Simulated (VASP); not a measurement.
# Al32O (a cell with a defect) in VASP: single point with PBE+D3(BJ)

Aim: the single point of Al32O (a cell with a defect) with PBE+D3(BJ).

Everything below comes from runs of VASP 6.6.1. Logs are shortened: lines on timing, memory, paths and dates and some standing lists are left out, and cuts for length are marked.

## 1. The cell of the first run

The cell holds a defect, 33 atoms: a = 8.100 Å, b = 8.100 Å, c = 8.100 Å, α = 90.00°, β = 90.00°, γ = 90.00°.

## 2. Single point, PBE+D3(BJ)

Input file INCAR:

```
SYSTEM = Al32O
ALGO = Normal
EDIFF = 1E-7
ENCUT = 520
GGA = PE
ISIF = 2
ISMEAR = -1
IVDW = 12
LASPH = .TRUE.
LCHARG = .FALSE.
LREAL = Auto
LWAVE = .FALSE.
NBANDS = 73
NELM = 80
PREC = Accurate
SIGMA = 0.1
```

Input file KPOINTS:

```
k-points
0
G
  3 3 3
  0 0 0
```

Input file POSCAR:

```
Al32O
1.0
    8.1000000000      0.0000000000      0.0000000000
    0.0000000000      8.1000000000      0.0000000000
    0.0000000000      0.0000000000      8.1000000000
Al O
32 1
Direct
    0.5008024691      0.0038216049      0.0007946914
    0.7530012346      0.2544223457      0.0011722222
    0.7435564198     -0.0065366667      0.2434908642
    0.0045107407      0.0029176543      0.0011856790
    0.2567325926      0.2535034568      0.0007818519
    0.5026379012      0.5048214815      0.0027340741
    0.7539256790      0.7507013580      0.0008028395
    0.2564664198      0.0029540741      0.2530444444
    0.5011351852      0.2543961728      0.2530243210
    0.7530349383      0.5063898765      0.2530625926
    0.5011520988      0.0029279012      0.5044976543
    0.7433964198      0.2639512346      0.5139823457
    0.7530495062      0.0029650617      0.7564533333
    0.0036124691      0.5066202469      0.0007624691
    0.2549069136      0.7525532099      0.0027223457
    0.0139871605      0.2639202469      0.2434669136
    0.2567019753      0.5065986420      0.2539602469
    0.5008137037      0.7507237037      0.2539658025
    0.0140320988     -0.0067114815      0.5139604938
    0.2563782716      0.2544062963      0.5045049383
    0.5007570370      0.5066566667      0.5036780247
    0.7530120988      0.7510679012      0.5045027160
    0.2566995062      0.0037838272      0.7567102469
    0.5007741975      0.2535176543      0.7567534568
    0.7538835802      0.5066003704      0.7567269136
    0.0044875309      0.7510429630      0.2530022222
    0.0044834568      0.5063051852      0.5044888889
    0.2567555556      0.7506832099      0.5036619753
    0.0044882716      0.2543974074      0.7564481481
    0.2548467901      0.5047470370      0.7549079012
    0.5026824691      0.7525888889      0.7549276543
    0.0036122222      0.7506930864      0.7567329630
   -0.1212093827      0.1287076543      0.3788398765
```

Potentials or basis: VASP PAW PBE potentials, release 64 (Al, O).

The run is started by

```
$ cat potpaw_PBE.64/Al/POTCAR potpaw_PBE.64/O/POTCAR > POTCAR
$ mpirun -np 1 vasp_std > vasp.out
```

OUTCAR:

```text
SYSTEM = Al32O
   EDIFF = 1E-7
   ENCUT = 520
   GGA = PE
   ISIF = 2
   ISMEAR = -1
   IVDW = 12
   LASPH = .TRUE.
   LREAL = Auto
   NELM = 80
   PREC = Accurate
 IVDW          = 12

 ion  position               nearest neighbor table
   1  0.501  0.004  0.001-   3 2.78  23 2.80  24 2.83   5 2.83   8 2.84  13 2.84  31 2.85  15 2.85
                             2 2.88   9 2.88   7 2.90  18 2.90
   2  0.753  0.254  0.001-  13 2.84  29 2.84  25 2.84  24 2.84   6 2.87   1 2.88  14 2.88   4 2.88
                             9 2.89   3 2.89  16 2.89  10 2.89
   3  0.744  0.993  0.243-  33 1.90   1 2.78   7 2.78  18 2.78   4 2.89   2 2.89  26 2.89   9 2.89
                            22 2.89  11 2.89  16 3.10  19 3.10  12 3.10
   4  0.005  0.003  0.001-  13 2.84  29 2.84  23 2.85  32 2.85  15 2.87   7 2.88   5 2.88   2 2.88
                            26 2.88   3 2.89  16 2.89   8 2.89
   5  0.257  0.254  0.001-  16 2.78  24 2.80   1 2.83  23 2.83  29 2.84   9 2.84  30 2.85   6 2.85
                             4 2.88   8 2.88  14 2.90  17 2.90
   6  0.503  0.505  0.003-  15 2.84  31 2.84  30 2.84  18 2.85  17 2.85   7 2.85   5 2.85  25 2.85
                            24 2.85   9 2.87  10 2.87   2 2.87
   7  0.754  0.751  0.001-   3 2.78  25 2.80  32 2.83  14 2.83  10 2.84  13 2.84  31 2.85   6 2.85
                            26 2.88   4 2.88   1 2.90  18 2.90
   8  0.256  0.003  0.253-   9 2.84  11 2.84  18 2.84   1 2.84  15 2.87   5 2.88  28 2.88  20 2.88
                             4 2.89  19 2.89  26 2.89  16 2.89
   9  0.501  0.254  0.253-   8 2.84  20 2.84  17 2.84   5 2.84   6 2.87   1 2.88  21 2.88  11 2.88
[... 32 lines left out ...]
                            29 2.88  27 2.88  21 2.90  24 2.90
  26  0.004  0.751  0.253-  10 2.84  27 2.84  17 2.85  14 2.85  15 2.87   7 2.88  28 2.88  22 2.88
                             4 2.88  19 2.89   3 2.89   8 2.89
  27  0.004  0.506  0.504-  26 2.84  22 2.84  32 2.84  28 2.84  30 2.87  17 2.88  25 2.88  10 2.88
                            20 2.89  29 2.89  16 2.89  12 2.89
  28  0.257  0.751  0.504-  19 2.78  21 2.80  18 2.83  17 2.83  11 2.84  27 2.84  30 2.85  31 2.85
                             8 2.88  26 2.88  23 2.90  32 2.90
  29  0.004  0.254  0.756-   2 2.84   4 2.84  14 2.84   5 2.84  30 2.87  25 2.88  23 2.88  13 2.88
                            20 2.89  27 2.89  12 2.89  19 2.89
  30  0.255  0.505  0.755-   6 2.84  15 2.84  31 2.84  14 2.85   5 2.85  21 2.85  24 2.85  32 2.85
                            28 2.85  29 2.87  20 2.87  27 2.87
  31  0.503  0.753  0.755-  15 2.84   6 2.84  30 2.84   1 2.85   7 2.85  23 2.85  21 2.85  25 2.85
                            28 2.85  13 2.87  22 2.87  11 2.87
  32  0.004  0.751  0.757-  19 2.78  14 2.80   7 2.83  25 2.83  27 2.84   4 2.85  30 2.85  15 2.85
                            22 2.88  13 2.88  23 2.90  28 2.90
  33  0.879  0.129  0.379-  12 1.90  19 1.90  16 1.90   3 1.90

  LATTYP: Found a simple cubic cell.
 ALAT       =     8.1000000000

  Lattice vectors:

 A1 = (   8.1000000000,   0.0000000000,   0.0000000000)
 A2 = (   0.0000000000,   8.1000000000,   0.0000000000)
 A3 = (   0.0000000000,   0.0000000000,   8.1000000000)

Analysis of symmetry for initial positions (statically):
=====================================================================
 Subroutine PRICEL returns:
 Original cell was already a primitive cell.

 Routine SETGRP: Setting up the symmetry group for a
 simple cubic supercell.

 Subroutine GETGRP returns: Found  1 space group operations
 (whereof  1 operations were pure point group operations)
 out of a pool of 48 trial point group operations.

The static configuration has the point symmetry C_1 .

Analysis of symmetry for dynamics (positions and initial velocities):
=====================================================================
 Subroutine PRICEL returns:
 Original cell was already a primitive cell.

 Routine SETGRP: Setting up the symmetry group for a
 simple cubic supercell.

 Subroutine GETGRP returns: Found  1 space group operations
 (whereof  1 operations were pure point group operations)
 out of a pool of 48 trial point group operations.

The dynamic configuration has the point symmetry C_1 .

 Subroutine INISYM returns: Found  1 space group operations
 (whereof  1 operations are pure point group operations),
 and found     1 'primitive' translations

----------------------------------------------------------------------------------------

                                     Primitive cell

  volume of cell :     531.4410

  direct lattice vectors                    reciprocal lattice vectors
     8.100000000  0.000000000  0.000000000     0.123456790  0.000000000  0.000000000
     0.000000000  8.100000000  0.000000000     0.000000000  0.123456790  0.000000000
     0.000000000  0.000000000  8.100000000     0.000000000  0.000000000  0.123456790

  length of vectors
     8.100000000  8.100000000  8.100000000     0.123456790  0.123456790  0.123456790

  position of ions in fractional coordinates (direct lattice)
     0.500802469  0.003821605  0.000794691
     0.753001235  0.254422346  0.001172222
     0.743556420  0.993463333  0.243490864
     0.004510741  0.002917654  0.001185679
     0.256732593  0.253503457  0.000781852
     0.502637901  0.504821482  0.002734074
[... 25 lines left out ...]
     0.003612222  0.750693086  0.756732963
     0.878790617  0.128707654  0.378839877

  ion indices of the primitive-cell ions
   primitive index   ion index
                 1           1
                 2           2
                 3           3
                 4           4
                 5           5
                 6           6
[... 25 lines left out ...]
                32          32
                33          33

----------------------------------------------------------------------------------------

 KPOINTS: k-points

Automatic generation of k-mesh.
 Grid dimensions read from file:
 generate k-points for:    3    3    3

 Generating k-lattice:

  Cartesian coordinates                     Fractional coordinates (reciprocal lattice)
     0.041152263  0.000000000  0.000000000     0.333333333  0.000000000  0.000000000
     0.000000000  0.041152263  0.000000000     0.000000000  0.333333333  0.000000000
     0.000000000  0.000000000  0.041152263     0.000000000  0.000000000  0.333333333

  Length of vectors
     0.041152263  0.041152263  0.041152263

  Shift w.r.t. Gamma in fractional coordinates (k-lattice)
     0.000000000  0.000000000  0.000000000

 Subroutine IBZKPT returns following result:
 ===========================================

 Found     14 irreducible k-points:

 Following reciprocal coordinates:
            Coordinates               Weight
  0.000000  0.000000  0.000000      1.000000
  0.333333  0.000000  0.000000      2.000000
  0.000000  0.333333  0.000000      2.000000
  0.000000  0.000000  0.333333      2.000000
  0.333333  0.333333  0.000000      2.000000
  0.000000  0.333333  0.333333      2.000000
  0.333333  0.000000  0.333333      2.000000
 -0.333333  0.333333  0.000000      2.000000
 -0.333333  0.000000  0.333333      2.000000
  0.000000 -0.333333  0.333333      2.000000
  0.333333  0.333333  0.333333      2.000000
 -0.333333  0.333333  0.333333      2.000000
 -0.333333 -0.333333  0.333333      2.000000
  0.333333 -0.333333  0.333333      2.000000
   k-points           NKPTS =     14   k-points in BZ     NKDIM =     14   number of bands    NBANDS=     73
   number of dos      NEDOS =    301   number of ions     NIONS =     33
   total plane-waves  NPLWV = 216000
   dimension x,y,z NGX =    60 NGY =   60 NGZ =   60
   dimension x,y,z NGXF=   120 NGYF=  120 NGZF=  120
   ions per type =              32   1
   NGX,Y,Z   is equivalent  to a cutoff of  12.31, 12.31, 12.31 a.u.
   NGXF,Y,Z  is equivalent  to a cutoff of  24.63, 24.63, 24.63 a.u.
 SYSTEM =  Al32O
   PREC   = accura    normal or accurate (medium, high low for compatibility)
   ISTART =      0    job   : 0-new  1-cont  2-samecut
   ICHARG =      2    charge: 1-file 2-atom 10-const
   ISPIN  =      1    spin polarized calculation?
   LNONCOLLINEAR =      F non collinear calculations
   LSORBIT =      F    spin-orbit coupling
   LASPH  =      T    aspherical Exc in radial PAW
   ENCUT  =  520.0 eV  38.22 Ry    6.18 a.u.  15.06 15.06 15.06*2*pi/ulx,y,z
   NELM   =     80;   NELMIN=  2; NELMDL= -5     # of ELM steps
   EDIFF  = 0.1E-06   stopping-criterion for ELM
   LREAL  =      T    real-space projection
   EDIFFG = 0.1E-05   stopping-criterion for IOM
   NSW    =      0    number of steps for IOM
   IBRION =     -1    ionic relax: 0-MD 1-quasi-New 2-CG
   NFREE  =      0    steps in history (QN), initial steepest desc. (CG)
   ISIF   =      2    stress and relaxation
   ISYM   =      2    0-nonsym 1-usesym 2-fastsym
   POTIM  = 0.5000    time-step for ionic-motion
   TEBEG  =    0.0;   TEEND  =   0.0 temperature during run
   PSTRESS=    0.0 pullay stress
   NELECT =     102.0000    total number of electrons
   NUPDOWN=      -1.0000    fix difference up-down
   EMIN   =  10.00;   EMAX   =-10.00  energy-range for DOS
   EFERMI =   0.00;   METHOD = LEGACY
   ISMEAR =    -1;   SIGMA  =   0.10  broadening in eV -4-tet -1-fermi 0-gaus
   EFERMI_NEDOS =   21; number of points for ismear=-14 and -15
   IALGO  =     38    algorithm
   IMIX   =      4    mixing-type and parameters
     AMIX     =   0.40;   BMIX     =  1.00
     AMIX_MAG =   1.60;   BMIX_MAG =  1.00
  volume/ion in A,a.u.               =      16.10       108.68
  Fermi-wavevector in a.u.,A,eV,Ry     =   0.944329  1.784523 12.133087  0.891757
  Thomas-Fermi vector in A             =   2.072123
   LORBIT       =      0    0 simple, 1 ext, 2 COOP (PROOUT), +10 PAW based schemes
   GGA     = PE    functional components
   LHFCALC =     F    Hartree Fock is set to
   AEXX    =    0.0000 exact exchange contribution
   IVDW    =    12    specifies the selected vdW correction
   LEPSILON=     F    determine dielectric tensor
   LRPA    =     F    only Hartree local field effects (RPA)
 non-spin polarized calculation
  energy-cutoff  :      520.00
  volume of cell :      531.44
 maximum number of plane-waves:     14358
   NGX = 31   NGY = 31   NGZ = 31

 number of electron     102.0000013 magnetization

 Free energy of the ion-electron system (eV)
  ---------------------------------------------------
  ext. energy  EPLUGINS =         0.00000000
  ---------------------------------------------------
  free energy    TOTEN  =      -128.95613552 eV

  energy without entropy =     -128.60891775  energy(sigma->0) =     -128.78252663

 E-fermi :   7.9965     XC(G=0): -10.2356

 val. band max:        7.9743484342   @ k =  -0.3333   0.0000   0.3333
 cond. band min:       8.0649310525   @ k =   0.0000   0.3333   0.0000
 fundamental gap:      0.0905826183
 Fermi energy:         7.9964566702

 k-point     1 :       0.0000    0.0000    0.0000
  band No.  band energies     occupation
      1     -13.2659      2.00000
      2      -2.9596      2.00000
      3      -1.1276      2.00000
      4      -1.1271      2.00000
      5      -1.1267      2.00000
      6      -0.8579      2.00000
[... 913 lines left out ...]
     62       9.8346      0.00000
     63       9.8346      0.00000
 [bands above 63 left out]

------------------------ aborting loop because EDIFF is reached ----------------------------------------

 Edisp (eV)  -10.91405

 E8    (eV) :    -4.8579

  FORCE on cell =-STRESS in cart. coord.  units (eV):
  Direction    XX          YY          ZZ          XY          YZ          ZX
  --------------------------------------------------------------------------------------
  -------------------------------------------------------------------------------------
  Total      -8.56648    -8.56718    -8.56501    -0.00828    -0.00926    -0.00751
  in kB     -25.82605   -25.82817   -25.82160    -0.02496    -0.02792    -0.02263
  external pressure =      -25.83 kB  Pullay stress =        0.00 kB

 VOLUME and BASIS-vectors are now :
 -----------------------------------------------------------------------------
  energy-cutoff  :      520.00
  volume of cell :      531.44
      direct lattice vectors                 reciprocal lattice vectors
     8.100000000  0.000000000  0.000000000     0.123456790  0.000000000  0.000000000
     0.000000000  8.100000000  0.000000000     0.000000000  0.123456790  0.000000000
     0.000000000  0.000000000  8.100000000     0.000000000  0.000000000  0.123456790

 POSITION                                       TOTAL-FORCE (eV/Angst)
 -----------------------------------------------------------------------------------
      4.05650      0.03095      0.00644         0.000336      0.003559      0.000711
      6.09931      2.06082      0.00949         0.003337      0.000221      0.001042
      6.02281      8.04705      1.97228        -0.000454      0.000532      0.001673
      0.03654      0.02363      0.00960         0.000599      0.002878      0.000219
      2.07953      2.05338      0.00633        -0.000658     -0.000887      0.001635
      4.07137      4.08905      0.02215        -0.000355     -0.001943     -0.002574
[... 25 lines left out ...]
      0.02926      6.08061      6.12954        -0.001577      0.000382      0.000197
      7.11820      1.04253      3.06860        -0.003319     -0.003268     -0.004272
 -----------------------------------------------------------------------------------
    total drift:                               -0.018637     -0.018944     -0.018146

  FREE ENERGIE OF THE ION-ELECTRON SYSTEM (eV)
  ---------------------------------------------------
  free  energy   TOTEN  =      -139.8701882944 eV

  energy  without entropy=     -139.5229705259  energy(sigma->0) =     -139.69657941
```

It took 10 min on 1 thread of Intel Xeon Platinum 8481C at 2.70GHz (Sapphire Rapids), shared host; peak memory 0.68 GiB.

What came out:

| Property | Result |
| --- | --- |
| Free energy | -139.8702 eV |
| Pressure | -2.6 GPa |
| Largest force | 0.008 eV/Å |
| Band gap on the k mesh | zero (bands 51 and 52 overlap by 0.32 eV) |
| Dispersion energy per atom | -0.331 eV |

Forces in eV/Å, atoms in the order of the input:
```
Al   0.000  0.004  0.001
Al   0.003  0.000  0.001
Al   0.000  0.001  0.002
Al   0.001  0.003  0.000
Al  -0.001 -0.001  0.002
Al   0.000 -0.002 -0.003
Al   0.003  0.001  0.000
Al  -0.004 -0.001 -0.001
Al   0.002  0.001  0.003
Al  -0.001 -0.005 -0.001
Al   0.001  0.003  0.001
Al   0.000  0.005  0.007
Al  -0.001 -0.001 -0.003
Al  -0.001  0.000  0.002
Al  -0.002  0.000 -0.002
Al   0.006  0.006 -0.002
Al  -0.001 -0.001 -0.003
Al   0.000  0.000  0.003
Al   0.005  0.001  0.007
Al  -0.003 -0.002 -0.001
Al   0.001 -0.001 -0.001
Al   0.003  0.000  0.000
Al  -0.001 -0.001 -0.001
Al   0.001 -0.001 -0.001
Al  -0.002 -0.001 -0.001
Al   0.001  0.001  0.004
Al  -0.001 -0.003  0.000
Al  -0.001  0.000 -0.002
Al  -0.002 -0.002 -0.006
Al   0.001  0.000  0.000
Al  -0.001 -0.002 -0.002
Al  -0.002  0.000  0.000
O   -0.003 -0.003 -0.004
```

Levels at points of the mesh, in eV from the Fermi level:
```
           k point  band 49  band 50  band 51  band 52  band 53  band 54
(0.00, 0.00, 0.00)     0.13     0.13     0.14     0.32     0.47     0.47
```
